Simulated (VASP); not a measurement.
# As (Fm-3m) in VASP: further runs, part 2 of 3

VASP 6.6.1. Earlier steps stand in the parts before.

## 4. Single point, RPBE (volume scaled by 1.04)

Input file INCAR:

```
PREC = Accurate
ENCUT = 520
EDIFF = 1E-6
ISMEAR = -1
SIGMA = 0.1
LREAL = F
LASPH = T
NELM = 60
ALGO = Normal
ISIF = 2
LWAVE = F
LCHARG = F
GGA = RP
NBANDS = 8
```

Input file KPOINTS:

```
regular mesh
0
Gamma
  14 14 14
```

Input file POSCAR:

```
As
1.0
    0.0000000000      2.1734942037      2.1734942037
    2.1734942037      0.0000000000      2.1734942037
    2.1734942037      2.1734942037      0.0000000000
As
1
Direct
    0.0000000000      0.0000000000      0.0000000000
```

Potentials or basis: VASP PAW PBE potentials, release 64 (As).

On the command line:

```console
$ cat potpaw_PBE.64/As/POTCAR > POTCAR
$ mpirun -np 1 vasp_std > vasp.out
```

OUTCAR:

```text
PREC = Accurate
   ENCUT = 520
   EDIFF = 1E-6
   ISMEAR = -1
   LREAL = F
   LASPH = T
   NELM = 60
   ISIF = 2
   GGA = RP

 ion  position               nearest neighbor table
   1  0.000  0.000  0.000-

  LATTYP: Found a face centered cubic cell.
 ALAT       =     4.3469884074

  Lattice vectors:

 A1 = (   0.0000000000,   2.1734942037,   2.1734942037)
 A2 = (   2.1734942037,   0.0000000000,   2.1734942037)
 A3 = (   2.1734942037,   2.1734942037,   0.0000000000)

Analysis of symmetry for initial positions (statically):
=====================================================================
 Subroutine PRICEL returns:
 Original cell was already a primitive cell.

 Routine SETGRP: Setting up the symmetry group for a
 face centered cubic supercell.

 Subroutine GETGRP returns: Found 48 space group operations
 (whereof 48 operations were pure point group operations)
 out of a pool of 48 trial point group operations.

The static configuration has the point symmetry O_h .

Analysis of symmetry for dynamics (positions and initial velocities):
=====================================================================
 Subroutine PRICEL returns:
 Original cell was already a primitive cell.

 Routine SETGRP: Setting up the symmetry group for a
 face centered cubic supercell.

 Subroutine GETGRP returns: Found 48 space group operations
 (whereof 48 operations were pure point group operations)
 out of a pool of 48 trial point group operations.

The dynamic configuration has the point symmetry O_h .

 Subroutine INISYM returns: Found 48 space group operations
 (whereof 48 operations are pure point group operations),
 and found     1 'primitive' translations

----------------------------------------------------------------------------------------

                                     Primitive cell

  volume of cell :      20.5355

  direct lattice vectors                    reciprocal lattice vectors
     0.000000000  2.173494204  2.173494204    -0.230044322  0.230044322  0.230044322
     2.173494204  0.000000000  2.173494204     0.230044322 -0.230044322  0.230044322
     2.173494204  2.173494204  0.000000000     0.230044322  0.230044322 -0.230044322

  length of vectors
     3.073784981  3.073784981  3.073784981     0.398448453  0.398448453  0.398448453

  position of ions in fractional coordinates (direct lattice)
     0.000000000  0.000000000  0.000000000

  ion indices of the primitive-cell ions
   primitive index   ion index
                 1           1

----------------------------------------------------------------------------------------

 KPOINTS: regular mesh

Automatic generation of k-mesh.
 Grid dimensions read from file:
 generate k-points for:   14   14   14

 Generating k-lattice:

  Cartesian coordinates                     Fractional coordinates (reciprocal lattice)
    -0.016431737  0.016431737  0.016431737     0.071428571  0.000000000  0.000000000
     0.016431737 -0.016431737  0.016431737     0.000000000  0.071428571  0.000000000
     0.016431737  0.016431737 -0.016431737     0.000000000  0.000000000  0.071428571

  Length of vectors
     0.028460604  0.028460604  0.028460604

  Shift w.r.t. Gamma in fractional coordinates (k-lattice)
     0.000000000  0.000000000  0.000000000

 Subroutine IBZKPT returns following result:
 ===========================================

 Found    104 irreducible k-points:

 Following reciprocal coordinates:
            Coordinates               Weight
  0.000000  0.000000  0.000000      1.000000
  0.071429  0.000000  0.000000      8.000000
  0.142857  0.000000  0.000000      8.000000
  0.214286  0.000000  0.000000      8.000000
  0.285714  0.000000  0.000000      8.000000
  0.357143  0.000000  0.000000      8.000000
[... 16 lines left out ...]
  0.214286  0.142857  0.000000     24.000000
  0.285714  0.142857  0.000000     24.000000
 [... further k-points ...]
   k-points           NKPTS =    104   k-points in BZ     NKDIM =    104   number of bands    NBANDS=      8
   number of dos      NEDOS =    301   number of ions     NIONS =      1
   total plane-waves  NPLWV =  13824
   dimension x,y,z NGX =    24 NGY =   24 NGZ =   24
   dimension x,y,z NGXF=    48 NGYF=   48 NGZF=   48
   ions per type =               1
   NGX,Y,Z   is equivalent  to a cutoff of  12.98, 12.98, 12.98 a.u.
   NGXF,Y,Z  is equivalent  to a cutoff of  25.96, 25.96, 25.96 a.u.
 SYSTEM =  unknown system
   PREC   = accura    normal or accurate (medium, high low for compatibility)
   ISTART =      0    job   : 0-new  1-cont  2-samecut
   ICHARG =      2    charge: 1-file 2-atom 10-const
   ISPIN  =      1    spin polarized calculation?
   LNONCOLLINEAR =      F non collinear calculations
   LSORBIT =      F    spin-orbit coupling
   LASPH  =      T    aspherical Exc in radial PAW
   ENCUT  =  520.0 eV  38.22 Ry    6.18 a.u.   5.72  5.72  5.72*2*pi/ulx,y,z
   NELM   =     60;   NELMIN=  2; NELMDL= -5     # of ELM steps
   EDIFF  = 0.1E-05   stopping-criterion for ELM
   LREAL  =      F    real-space projection
   EDIFFG = 0.1E-04   stopping-criterion for IOM
   NSW    =      0    number of steps for IOM
   IBRION =     -1    ionic relax: 0-MD 1-quasi-New 2-CG
   NFREE  =      0    steps in history (QN), initial steepest desc. (CG)
   ISIF   =      2    stress and relaxation
   ISYM   =      2    0-nonsym 1-usesym 2-fastsym
   POTIM  = 0.5000    time-step for ionic-motion
   TEBEG  =    0.0;   TEEND  =   0.0 temperature during run
   PSTRESS=    0.0 pullay stress
   NELECT =       5.0000    total number of electrons
   NUPDOWN=      -1.0000    fix difference up-down
   EMIN   =  10.00;   EMAX   =-10.00  energy-range for DOS
   EFERMI =   0.00;   METHOD = LEGACY
   ISMEAR =    -1;   SIGMA  =   0.10  broadening in eV -4-tet -1-fermi 0-gaus
   EFERMI_NEDOS =   21; number of points for ismear=-14 and -15
   IALGO  =     38    algorithm
   IMIX   =      4    mixing-type and parameters
     AMIX     =   0.40;   BMIX     =  1.00
     AMIX_MAG =   1.60;   BMIX_MAG =  1.00
  volume/ion in A,a.u.               =      20.54       138.58
  Fermi-wavevector in a.u.,A,eV,Ry     =   1.022264  1.931799 14.218407  1.045023
  Thomas-Fermi vector in A             =   2.155934
   LORBIT       =      0    0 simple, 1 ext, 2 COOP (PROOUT), +10 PAW based schemes
   GGA     = RP    functional components
   LHFCALC =     F    Hartree Fock is set to
   AEXX    =    0.0000 exact exchange contribution
   IVDW    =     0    specifies the selected vdW correction
   LEPSILON=     F    determine dielectric tensor
   LRPA    =     F    only Hartree local field effects (RPA)
 non-spin polarized calculation
  energy-cutoff  :      520.00
  volume of cell :       20.54
 maximum number of plane-waves:       568
   NGX = 11   NGY = 11   NGZ = 11

 number of electron       4.9999999 magnetization

 Free energy of the ion-electron system (eV)
  ---------------------------------------------------
  ext. energy  EPLUGINS =         0.00000000
  ---------------------------------------------------
  free energy    TOTEN  =        -3.73140106 eV

  energy without entropy =       -3.70383318  energy(sigma->0) =       -3.71761712

 E-fermi :   5.8763     XC(G=0): -10.4114

 val. band max:        5.8655551555   @ k =   0.2857   0.2143   0.0000
 cond. band min:       5.8917648973   @ k =  -0.3571   0.3571   0.1429
 fundamental gap:      0.0262097418
 Fermi energy:         5.8763106304

 k-point     1 :       0.0000    0.0000    0.0000
  band No.  band energies     occupation
      1      -8.6777      2.00000
      2      11.0246      0.00000
      3      11.0246      0.00000
      4      11.0246      0.00000
      5      17.8418      0.00000
      6      17.8418      0.00000
      7      17.8418      0.00000
      8      18.7490      0.00000

 k-point     2 :       0.0714    0.0000    0.0000
  band No.  band energies     occupation
      1      -8.5661      2.00000
      2      10.1315      0.00000
      3      10.9070      0.00000
      4      10.9070      0.00000
      5      17.3122      0.00000
      6      18.0742      0.00000
      7      18.0742      0.00000
      8      19.3033      0.00000
[... 221 lines left out ...]
 k-point    23 :       0.2143    0.1429    0.0000
  band No.  band energies     occupation
      1      -7.6823      2.00000
      2       7.3911      0.00000
      3       9.0833      0.00000
      4       9.3515      0.00000
      5      14.9441      0.00000
      6      16.8932      0.00000
      7      20.2109      0.00000
      8      20.7585      0.00000

 k-point    24 :       0.2857    0.1429    0.0000
  band No.  band energies     occupation
      1      -7.0727      2.00000
      2       5.3540      1.98928
      3       8.7090      0.00000
      4       8.8946      0.00000
      5      14.9045      0.00000
      6      16.6934      0.00000
      7      20.0018      0.00000
      8      20.6364      0.00000

 [... further k-points ...]
[... 5 lines left out ...]
  --------------------------------------------------------------------------------------
  -------------------------------------------------------------------------------------
  Total       -0.3493249     -0.3493249     -0.3493249     -0.0000000      0.0000000      0.0000000
  in kB      -27.2542744    -27.2542744    -27.2542744     -0.0000000      0.0000000      0.0000000
  external PRESSURE =     -27.2542744 kB  Pullay stress =       0.0000000 kB

 VOLUME and BASIS-vectors are now :
 -----------------------------------------------------------------------------
  energy-cutoff  :      520.00
  volume of cell :       20.54
      direct lattice vectors                 reciprocal lattice vectors
     0.000000000  2.173494204  2.173494204    -0.230044322  0.230044322  0.230044322
     2.173494204  0.000000000  2.173494204     0.230044322 -0.230044322  0.230044322
     2.173494204  2.173494204  0.000000000     0.230044322  0.230044322 -0.230044322

 POSITION                                       TOTAL-FORCE (eV/Angst)
 -----------------------------------------------------------------------------------
      0.00000      0.00000      0.00000         0.000000      0.000000      0.000000
 -----------------------------------------------------------------------------------
    total drift:                               -0.000000      0.000000      0.000000

  FREE ENERGIE OF THE ION-ELECTRON SYSTEM (eV)
  ---------------------------------------------------
  free  energy   TOTEN  =        -3.7314010623 eV

  energy  without entropy=       -3.7038331802  energy(sigma->0) =       -3.71761712
```

OSZICAR:

```text
N       E                     dE             d eps       ncg     rms          rms(c)
DAV:   1     0.246359590822E+01    0.24636E+01   -0.21221E+03  1680   0.468E+02
DAV:   2    -0.367686674833E+01   -0.61405E+01   -0.59569E+01  2328   0.475E+01
DAV:   3    -0.373812823465E+01   -0.61261E-01   -0.61064E-01  1912   0.503E+00
DAV:   4    -0.373817065137E+01   -0.42417E-04   -0.42416E-04  2632   0.158E-01
DAV:   5    -0.373817065616E+01   -0.47855E-08   -0.53818E-08  1952   0.119E-03    0.173E+00
DAV:   6    -0.373338481786E+01    0.47858E-02   -0.37125E-03  2024   0.320E-01    0.997E-01
DAV:   7    -0.373136406257E+01    0.20208E-02   -0.70319E-03  1824   0.442E-01    0.546E-02
DAV:   8    -0.373140104038E+01   -0.36978E-04   -0.84201E-05  2208   0.714E-02    0.659E-03
DAV:   9    -0.373140106228E+01   -0.21901E-07   -0.83832E-07  2280   0.776E-03
   1 F= -.37314011E+01 E0= -.37176171E+01  d E =-.275679E-01
```

stdout:

```text
POSCAR found type information on POSCAR As
 POSCAR found :  1 types and       1 ions
 scaLAPACK will be used
 -----------------------------------------------------------------------------
|                                                                             |
|                                                                             |
|     You enforced a specific xc type in the INCAR file but a different       |
|     I HOPE YOU KNOW WHAT YOU ARE DOING!                                     |
|                                                                             |
 -----------------------------------------------------------------------------

 LDA part: xc-table for (Slater+PW92), standard interpolation
 POSCAR, INCAR and KPOINTS ok, starting setup
 FFT: planning ... GRIDC
 FFT: planning ... GRID_SOFT
 FFT: planning ... GRID
 WAVECAR not read
 entering main loop
```

Run time: 34 s. Hardware: 1 thread of AMD EPYC 7R13, shared host; peak memory 0.11 GiB.

Results:

```yaml
Free_energy: -3.7314 eV
Pressure: -2.7 GPa
```

Caveat: the PAW data sets were made with another functional, which shifts forces and pressure a little.

## 5. Single point, RPBE (volume scaled by 1.08)

Input file INCAR:

```
ALGO = Normal
EDIFF = 1E-6
ENCUT = 520
GGA = RP
ISIF = 2
ISMEAR = -1
LASPH = T
LCHARG = F
LREAL = F
LWAVE = F
NBANDS = 8
NELM = 100
PREC = Accurate
SIGMA = 0.1
```

Input file KPOINTS:

```
k-points
0
Gamma
  14 14 14
```

Input file POSCAR:

```
As
1.0
    0.0000000000      2.2010097096      2.2010097096
    2.2010097096      0.0000000000      2.2010097096
    2.2010097096      2.2010097096      0.0000000000
As
1
Direct
    0.0000000000      0.0000000000      0.0000000000
```

On the command line:

```console
$ cat potpaw_PBE.64/As/POTCAR > POTCAR
$ mpirun -np 1 vasp_std > vasp.out
```

Wall time 34 s (1 thread of AMD EPYC 7R13, shared host); peak memory 0.11 GiB.

Results (log left out):

| Property | Result |
| --- | --- |
| Free energy | -3.7127 eV |
| Pressure | -4.8 GPa |

Levels at points of the mesh, in eV from the Fermi level:
| k point | band 1 | band 2 | band 3 | band 4 | band 5 | band 6 | band 7 |
| --- | --- | --- | --- | --- | --- | --- | --- |
| (0.00, 0.00, 0.00) | -14.24 | 4.88 | 4.88 | 4.88 | 11.83 | 11.83 | 11.83 |
| (0.50, 0.00, 0.00) | -10.50 | -6.03 | 3.42 | 3.42 | 8.92 | 10.88 | 10.88 |
| (0.50, 0.50, 0.00) | -8.97 | -5.07 | 0.42 | 0.42 | 4.92 | 5.67 | 22.57 |

Caveat: the PAW data sets were made with another functional, which shifts forces and pressure a little.

(Part 2 of 3 ends here.)
